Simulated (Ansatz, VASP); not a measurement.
**One calculation of Al8O, two programs**

Contents of INCAR:

```
SYSTEM = Al8O
PREC     = Accurate       ! precision mode
ENCUT    = 520            ! plane-wave cutoff, eV
EDIFF    = 1E-6           ! SCF threshold, eV
ISMEAR   = 0              ! smearing method
SIGMA    = 0.15           ! smearing width, eV
LREAL    = .FALSE.        ! projectors in reciprocal space
LASPH    = .TRUE.         ! aspherical terms in the spheres
NELM     = 60             ! most SCF steps
ALGO     = Normal         ! electronic algorithm
ISIF     = 2              ! what is computed and relaxed
LWAVE    = .FALSE.        ! write WAVECAR
LCHARG   = .FALSE.        ! write CHGCAR
GGA      = PE             ! functional
IVDW     = 12             ! dispersion correction
NBANDS   = 25             ! bands
```

The input KPOINTS:

```
regular mesh
0
G
  8 8 8
  0 0 0
```

The input POSCAR:

```
Al8O
1.0
   -1.4017850509      2.4279629295     -4.6750895444
   -1.4017850509      2.4279629295      4.6750895444
    5.6071402037     -0.0000000001      0.0000000000
Al O
8 1
Direct
    0.7916666667      0.5416666667      0.3333333333
    0.2916666667      0.0416666667      0.3333333333
    0.7916666667      0.5416666667      0.8333333333
    0.2916666667      0.0416666667      0.8333333333
    0.2083333333      0.4583333333      0.1666666667
    0.7083333333      0.9583333333      0.1666666667
    0.2083333333      0.4583333333      0.6666666667
    0.7083333333      0.9583333333      0.6666666667
    0.7499650415      0.2499650415      0.9999300830
```

Input for Ansatz:

```yaml
crystal:
  lattice:
    - [-1.4017850509, 2.4279629295, -4.6750895444]
    - [-1.4017850509, 2.4279629295, 4.6750895444]
    - [5.6071402037, -1.0e-10, 0.0]
  atoms:
    - { symbol: Al, position: [0.7916666667, 0.5416666667, 0.3333333333] }
    - { symbol: Al, position: [0.2916666667, 0.0416666667, 0.3333333333] }
    - { symbol: Al, position: [0.7916666667, 0.5416666667, 0.8333333333] }
    - { symbol: Al, position: [0.2916666667, 0.0416666667, 0.8333333333] }
    - { symbol: Al, position: [0.2083333333, 0.4583333333, 0.1666666667] }
    - { symbol: Al, position: [0.7083333333, 0.9583333333, 0.1666666667] }
    - { symbol: Al, position: [0.2083333333, 0.4583333333, 0.6666666667] }
    - { symbol: Al, position: [0.7083333333, 0.9583333333, 0.6666666667] }
    - { symbol: O, position: [0.7499650415, 0.2499650415, 0.999930083] }
basis:
  ecutwfc: 420
kpoints:
  mp_grid: { grid: [8, 8, 8] }
hamiltonian:
  xc: pbe
  pseudopotentials: { kind: paw, azcp: { folder: soft_1 } }
  dispersion: d3bj
scf:
  occupations: { method: gaussian, width: 0.15 }
output:
  forces: true
  stress: true
  eigenvalues: true
  write_density: true
  write_potential: true
  elf: true
  volumetric_format: npy
```

Alike in both runs: task single point; functional PBE; dispersion D3(BJ); k mesh 8 × 8 × 8; occupations gaussian, width 0.15 eV; no spin polarisation.

|  | VASP | Ansatz |
| --- | --- | --- |
| version | VASP 6.6.1 | Ansatz 0.2.0 |
| potentials or method | VASP PAW PBE potentials, release 64 (Al, O), cutoff 520 eV | scalar-relativistic, plane waves, PAW |
| valence electrons in the cell | 30 | 30 |

```csv
,VASP,Ansatz,Ansatz less VASP
gap on the k mesh at the Fermi level (eV),none,none,-
pressure (GPa),5.7,5.7,+0.02
"traceless stress, the component that is largest in VASP (GPa)",-2.35,-2.36,-0.005
rms of the force components (eV/Å),0.636,0.637,+0.0016
```

Atom by atom the forces differ by 0.002 eV/Å (rms over components). A gap of «none» marks a metal or a gap that the smearing closes.
